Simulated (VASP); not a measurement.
# TaN (R-3m) in VASP: notebook

The runs below take TaN through single point, with PBE.

Program: VASP 6.6.1. These are calculated values, not measurements. Logs are shortened: lines on timing, memory, paths and dates and some standing lists are left out, and cuts for length are marked.

## 1. The cell of the first run

The structure is trigonal, space group R-3m (No. 166). The conventional cell has a = 2.939 Å, b = 2.939 Å, c = 8.636 Å, α = 90.00°, β = 90.00°, γ = 120.00°. Ta (site symmetry -3m) has 6 N at 2.23 Å within 2.9 Å. Within 2.9 Å of N (site symmetry -3m) lie 6 Ta at 2.23 Å.

## 2. Single point, PBE

INCAR reads:

```
ALGO = Normal
EDIFF = 1E-6
ENCUT = 520
GGA = PE
ISIF = 2
ISMEAR = 0
LASPH = True
LCHARG = False
LREAL = False
LWAVE = False
NBANDS = 15
NELM = 60
PREC = Accurate
SIGMA = 0.15
```

KPOINTS reads:

```
k-points
0
Gamma
  20 20 20
```

POSCAR reads:

```
TaN
1.0
    0.2765317109      2.3546758311      2.3546758311
    2.3546758311      0.2765317109      2.3546758311
    2.3546758311      2.3546758311      0.2765317109
Ta N
1 1
Direct
    0.5000000000      0.5000000000      0.5000000000
    0.0000000000      0.0000000000      0.0000000000
```

Potentials or basis: VASP PAW PBE potentials, release 64 (Ta_pv, N).

The run is started by

```
> cat potpaw_PBE.64/Ta_pv/POTCAR potpaw_PBE.64/N/POTCAR > POTCAR
> mpirun -np 1 vasp_std > vasp.out
```

OUTCAR:

```text
EDIFF = 1E-6
   ENCUT = 520
   GGA = PE
   ISIF = 2
   ISMEAR = 0
   LASPH = True
   LREAL = False
   NELM = 60
   PREC = Accurate

 ion  position               nearest neighbor table
   1  0.500  0.500  0.500-   2 2.23   2 2.23   2 2.23   2 2.23   2 2.23   2 2.23
   2  0.000  0.000  0.000-   1 2.23   1 2.23   1 2.23   1 2.23   1 2.23   1 2.23

  LATTYP: Found a trigonal (rhomboedric) cell.
 ALAT       =     3.3414766685
 COS(alpha) =     0.6132106929

  Lattice vectors:

 A1 = (   0.2765317109,   2.3546758311,   2.3546758311)
 A2 = (   2.3546758311,   0.2765317109,   2.3546758311)
 A3 = (   2.3546758311,   2.3546758311,   0.2765317109)

Analysis of symmetry for initial positions (statically):
=====================================================================
 Subroutine PRICEL returns:
 Original cell was already a primitive cell.

 Routine SETGRP: Setting up the symmetry group for a
 trigonal (rhombohedral) supercell.

 Subroutine GETGRP returns: Found 12 space group operations
 (whereof 12 operations were pure point group operations)
 out of a pool of 12 trial point group operations.

The static configuration has the point symmetry D_3d.

Analysis of symmetry for dynamics (positions and initial velocities):
=====================================================================
 Subroutine PRICEL returns:
 Original cell was already a primitive cell.

 Routine SETGRP: Setting up the symmetry group for a
 trigonal (rhombohedral) supercell.

 Subroutine GETGRP returns: Found 12 space group operations
 (whereof 12 operations were pure point group operations)
 out of a pool of 12 trial point group operations.

The dynamic configuration has the point symmetry D_3d.

 Subroutine INISYM returns: Found 12 space group operations
 (whereof 12 operations are pure point group operations),
 and found     1 'primitive' translations

----------------------------------------------------------------------------------------

                                     Primitive cell

  volume of cell :      21.5324

  direct lattice vectors                    reciprocal lattice vectors
     0.276531711  2.354675831  2.354675831    -0.253943632  0.227254948  0.227254948
     2.354675831  0.276531711  2.354675831     0.227254948 -0.253943632  0.227254948
     2.354675831  2.354675831  0.276531711     0.227254948  0.227254948 -0.253943632

  length of vectors
     3.341476669  3.341476669  3.341476669     0.409605897  0.409605897  0.409605897

  position of ions in fractional coordinates (direct lattice)
     0.500000000  0.500000000  0.500000000
     0.000000000  0.000000000  0.000000000

  ion indices of the primitive-cell ions
   primitive index   ion index
                 1           1
                 2           2

----------------------------------------------------------------------------------------

 KPOINTS: k-points

Automatic generation of k-mesh.
 Grid dimensions read from file:
 generate k-points for:   20   20   20

 Generating k-lattice:

  Cartesian coordinates                     Fractional coordinates (reciprocal lattice)
    -0.012697182  0.011362747  0.011362747     0.050000000 -0.000000000 -0.000000000
     0.011362747 -0.012697182  0.011362747    -0.000000000  0.050000000 -0.000000000
     0.011362747  0.011362747 -0.012697182    -0.000000000 -0.000000000  0.050000000

  Length of vectors
     0.020480295  0.020480295  0.020480295

  Shift w.r.t. Gamma in fractional coordinates (k-lattice)
     0.000000000  0.000000000  0.000000000

 Subroutine IBZKPT returns following result:
 ===========================================

 Found    781 irreducible k-points:

 Following reciprocal coordinates:
            Coordinates               Weight
  0.000000  0.000000  0.000000      1.000000
  0.050000  0.000000  0.000000      6.000000
  0.100000  0.000000  0.000000      6.000000
  0.150000  0.000000 -0.000000      6.000000
  0.200000  0.000000  0.000000      6.000000
  0.250000  0.000000  0.000000      6.000000
[... 16 lines left out ...]
 -0.400000  0.050000  0.000000     12.000000
 -0.350000  0.050000 -0.000000     12.000000
 [... further k-points ...]
   k-points           NKPTS =    781   k-points in BZ     NKDIM =    781   number of bands    NBANDS=     15
   number of dos      NEDOS =    301   number of ions     NIONS =      2
   total plane-waves  NPLWV =  21952
   dimension x,y,z NGX =    28 NGY =   28 NGZ =   28
   dimension x,y,z NGXF=    56 NGYF=   56 NGZF=   56
   ions per type =               1   1
   NGX,Y,Z   is equivalent  to a cutoff of  13.93, 13.93, 13.93 a.u.
   NGXF,Y,Z  is equivalent  to a cutoff of  27.86, 27.86, 27.86 a.u.
 SYSTEM =  unknown system
   PREC   = accura    normal or accurate (medium, high low for compatibility)
   ISTART =      0    job   : 0-new  1-cont  2-samecut
   ICHARG =      2    charge: 1-file 2-atom 10-const
   ISPIN  =      1    spin polarized calculation?
   LNONCOLLINEAR =      F non collinear calculations
   LSORBIT =      F    spin-orbit coupling
   LASPH  =      T    aspherical Exc in radial PAW
   ENCUT  =  520.0 eV  38.22 Ry    6.18 a.u.   6.21  6.21  6.21*2*pi/ulx,y,z
   NELM   =     60;   NELMIN=  2; NELMDL= -5     # of ELM steps
   EDIFF  = 0.1E-05   stopping-criterion for ELM
   LREAL  =      F    real-space projection
   EDIFFG = 0.1E-04   stopping-criterion for IOM
   NSW    =      0    number of steps for IOM
   IBRION =     -1    ionic relax: 0-MD 1-quasi-New 2-CG
   NFREE  =      0    steps in history (QN), initial steepest desc. (CG)
   ISIF   =      2    stress and relaxation
   ISYM   =      2    0-nonsym 1-usesym 2-fastsym
   POTIM  = 0.5000    time-step for ionic-motion
   TEBEG  =    0.0;   TEEND  =   0.0 temperature during run
   PSTRESS=    0.0 pullay stress
   NELECT =      16.0000    total number of electrons
   NUPDOWN=      -1.0000    fix difference up-down
   EMIN   =  10.00;   EMAX   =-10.00  energy-range for DOS
   EFERMI =   0.00;   METHOD = LEGACY
   ISMEAR =     0;   SIGMA  =   0.15  broadening in eV -4-tet -1-fermi 0-gaus
   EFERMI_NEDOS =   21; number of points for ismear=-14 and -15
   IALGO  =     38    algorithm
   IMIX   =      4    mixing-type and parameters
     AMIX     =   0.40;   BMIX     =  1.00
     AMIX_MAG =   1.60;   BMIX_MAG =  1.00
  volume/ion in A,a.u.               =      10.77        72.65
  Fermi-wavevector in a.u.,A,eV,Ry     =   1.482804  2.802093 29.915225  2.198707
  Thomas-Fermi vector in A             =   2.596544
   LORBIT       =      0    0 simple, 1 ext, 2 COOP (PROOUT), +10 PAW based schemes
   GGA     = PE    functional components
   LHFCALC =     F    Hartree Fock is set to
   AEXX    =    0.0000 exact exchange contribution
   IVDW    =     0    specifies the selected vdW correction
   LEPSILON=     F    determine dielectric tensor
   LRPA    =     F    only Hartree local field effects (RPA)
 non-spin polarized calculation
 Gauss-broadening in eV      SIGMA  =   0.15
  energy-cutoff  :      520.00
  volume of cell :       21.53
 maximum number of plane-waves:       602
 NGX is ok and might be reduce to    28

 number of electron      16.0000000 magnetization

 Free energy of the ion-electron system (eV)
  ---------------------------------------------------
  ext. energy  EPLUGINS =         0.00000000
  ---------------------------------------------------
  free energy    TOTEN  =       -21.68281662 eV

  energy without entropy =      -21.67217422  energy(sigma->0) =      -21.67749542

 E-fermi :   8.8900     XC(G=0): -13.3655

 val. band max:        8.8867196944   @ k =   0.1500   0.1500   0.1000
 cond. band min:       8.8901371409   @ k =  -0.1000  -0.3000   0.0500
 fundamental gap:      0.0034174465
 Fermi energy:         8.8899929404

 k-point     1 :       0.0000    0.0000    0.0000
  band No.  band energies     occupation
      1     -26.7034      2.00000
      2     -26.2988      2.00000
      3     -26.2988      2.00000
      4      -9.2773      2.00000
      5       4.9988      2.00000
      6       5.2421      2.00000
      7       6.2611      2.00000
      8       6.2611      2.00000
      9       7.8443      2.00000
     10       7.8443      2.00000
     11      10.0136      0.00000
     12      10.0136      0.00000
     13      11.5838      0.00000
     14      19.1246      0.00000
     15      21.6457      0.00000

 k-point     2 :       0.0500    0.0000    0.0000
  band No.  band energies     occupation
      1     -26.7031      2.00000
      2     -26.3266      2.00000
      3     -26.3036      2.00000
      4      -9.2148      2.00000
      5       4.7057      2.00000
      6       5.4078      2.00000
      7       5.9711      2.00000
      8       6.0700      2.00000
      9       7.9118      2.00000
     10       7.9305      2.00000
     11      10.2399      0.00000
     12      10.2585      0.00000
     13      11.7963      0.00000
     14      19.3627      0.00000
     15      21.6458      0.00000

 k-point     3 :       0.1000    0.0000    0.0000
  band No.  band energies     occupation
      1     -26.7028      2.00000
      2     -26.4061      2.00000
      3     -26.3179      2.00000
      4      -9.0318      2.00000
      5       4.1671      2.00000
      6       5.1293      2.00000
      7       5.6113      2.00000
      8       5.8228      2.00000
      9       8.0139      2.00000
     10       8.1868      2.00000
     11      10.8299      0.00000
     12      10.8755      0.00000
     13      12.3574      0.00000
     14      20.0290      0.00000
     15      21.6456      0.00000
[... 343 lines left out ...]
 k-point    23 :      -0.4000    0.0500    0.0000
  band No.  band energies     occupation
      1     -27.3012      2.00000
      2     -26.6633      2.00000
      3     -26.5017      2.00000
      4      -6.4720      2.00000
      5      -0.2758      2.00000
      6       1.1479      2.00000
      7       2.9223      2.00000
      8       8.3251      2.00000
      9      11.2425      0.00000
     10      12.8527      0.00000
     11      14.5475      0.00000
     12      15.7464      0.00000
     13      16.7091      0.00000
     14      20.7044      0.00000
     15      21.5911      0.00000

 k-point    24 :      -0.3500    0.0500   -0.0000
  band No.  band energies     occupation
      1     -27.2115      2.00000
      2     -26.6635      2.00000
      3     -26.4833      2.00000
      4      -6.8333      2.00000
      5       0.2658      2.00000
      6       1.3855      2.00000
      7       3.1513      2.00000
      8       8.0852      2.00000
      9      10.2276      0.00000
     10      12.1880      0.00000
     11      14.5884      0.00000
     12      15.3973      0.00000
     13      16.1633      0.00000
     14      21.2669      0.00000
     15      21.6643      0.00000

 [... further k-points ...]

------------------------ aborting loop because EDIFF is reached ----------------------------------------

  FORCE on cell =-STRESS in cart. coord.  units (eV):
  Direction    XX          YY          ZZ          XY          YZ          ZX
  --------------------------------------------------------------------------------------
  -------------------------------------------------------------------------------------
  Total        0.3491530      0.3491530      0.3491530     -0.7834607     -0.7834607     -0.7834607
  in kB       25.9796295     25.9796295     25.9796295    -58.2954074    -58.2954074    -58.2954074
  external PRESSURE =      25.9796295 kB  Pullay stress =       0.0000000 kB

 VOLUME and BASIS-vectors are now :
 -----------------------------------------------------------------------------
  energy-cutoff  :      520.00
  volume of cell :       21.53
      direct lattice vectors                 reciprocal lattice vectors
     0.276531711  2.354675831  2.354675831    -0.253943632  0.227254948  0.227254948
     2.354675831  0.276531711  2.354675831     0.227254948 -0.253943632  0.227254948
     2.354675831  2.354675831  0.276531711     0.227254948  0.227254948 -0.253943632

 POSITION                                       TOTAL-FORCE (eV/Angst)
 -----------------------------------------------------------------------------------
      2.49294      2.49294      2.49294        -0.000000      0.000000      0.000000
      0.00000      0.00000      0.00000         0.000000     -0.000000     -0.000000
 -----------------------------------------------------------------------------------
    total drift:                                0.000000      0.000000      0.000000

  FREE ENERGIE OF THE ION-ELECTRON SYSTEM (eV)
  ---------------------------------------------------
  free  energy   TOTEN  =       -21.6828166157 eV

  energy  without entropy=      -21.6721742212  energy(sigma->0) =      -21.67749542
```

It took 5.6 min on 1 thread of Intel Xeon Platinum 8259CL at 2.50GHz (Skylake/Cascade Lake), shared host; peak memory 0.38 GiB.

What came out:

| Item | Value |
| --- | --- |
| Free energy | -21.6828 eV |
| Pressure | 2.6 GPa |
| Band gap on the k mesh | zero (band 8 reaches 9.96 eV, above the bottom of band 9 at 7.84 eV) |

Caveat: spin-orbit coupling is left out, which moves the levels of the heavy elements.

## 3. Single point, PBE

This run uses another cell than the first one, of the same volume but with other edges.

INCAR reads:

```
PREC = Accurate ; ENCUT = 520
EDIFF = 1E-6 ; ISMEAR = 0
SIGMA = 0.15 ; LREAL = False
LASPH = True ; NELM = 60
ALGO = Normal ; ISIF = 2
LWAVE = False ; LCHARG = False
GGA = PE ; NBANDS = 15
```

KPOINTS reads:

```
Automatic mesh
0
Gamma
  20 20 20
```

POSCAR reads:

```
TaN
1.0
   -0.2602739138      2.0859452611      2.0859452611
    2.0859452611     -0.2602739138      2.0859452611
    2.0859452611      2.0859452611     -0.2602739138
Ta N
1 1
Direct
    0.5000000000      0.5000000000      0.5000000000
    0.0000000000      0.0000000000      0.0000000000
```

Potentials or basis: VASP PAW PBE potentials, release 64 (Ta_pv, N).

The run is started by

```
> cat potpaw_PBE.64/Ta_pv/POTCAR potpaw_PBE.64/N/POTCAR > POTCAR
> mpirun -np 1 vasp_std > vasp.out
```

It took 2.8 min on 1 thread of Intel Xeon Platinum 8259CL at 2.50GHz (Skylake/Cascade Lake), shared host; peak memory 0.36 GiB.

The run converged. Its results:

| Item | Value |
| --- | --- |
| Free energy | -21.5990 eV |
| Pressure | 1.9 GPa |
| Band gap on the k mesh | zero (band 8 reaches 11.87 eV, above the bottom of band 9 at 6.31 eV) |

Stress tensor (GPa, compression positive):
```
 1.94 10.40 10.40
10.40  1.94 10.40
10.40 10.40  1.94
```

Levels at points of the mesh, in eV from the Fermi level:
```
           k point  band 4  band 5  band 6  band 7  band 8  band 9  band 10  band 11  band 12  band 13
(0.00, 0.00, 0.00)  -18.40   -3.59   -3.59   -2.93   -2.93   -2.79    -0.65     0.77     0.77     2.91
(0.50, 0.00, 0.00)  -15.58   -9.99   -7.40   -5.69    0.30    0.59     4.46     4.59     6.77     7.51
(0.50, 0.50, 0.00)  -17.02   -6.34   -5.08   -4.76   -3.61    1.87     2.55     4.28     4.39     8.07
(0.50, 0.50, 0.50)  -15.07   -9.71   -8.07   -8.07    2.75    3.38     3.38     3.75     8.19     8.19
```

Caveat: spin-orbit coupling is left out, which moves the levels of the heavy elements.
